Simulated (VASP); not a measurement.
The system is Ce.

```
Ce
1.0
     0.00000    2.33904    2.33904
     2.33904    0.00000    2.33904
     2.33904    2.33904    0.00000
Ce
1
Direct
  0.00000 0.00000 0.00000
```

Base run:

- Program: VASP 6.6.1
- Functional: r2SCAN
- Potentials or basis: VASP PAW PBE potentials, release 64 (Ce)
- Cutoff: 520 eV
- k mesh: 12 × 12 × 12
- Occupations: methfessel-paxton, width 0.3 eV
- Spin: no spin polarisation

Its results: band gap on the k mesh zero (bands 6 and 7 overlap by 0.52 eV); pressure -0.8 GPa.

**Question.** The run is repeated on the same cell with these changes: occupations from methfessel-paxton, width 0.3 eV to methfessel-paxton, width 1 eV. What comes out?

**Answer.** Band gap on the k mesh zero (bands 6 and 7 overlap by 0.52 eV); pressure -0.4 GPa.

Caveats: so wide a smearing shifts energies and pressures; the PAW data sets were made with another functional, which shifts forces and pressure a little; spin-orbit coupling is left out, which moves the levels of the heavy elements; semilocal functionals describe open f shells poorly, which spoils levels, moments and volumes.
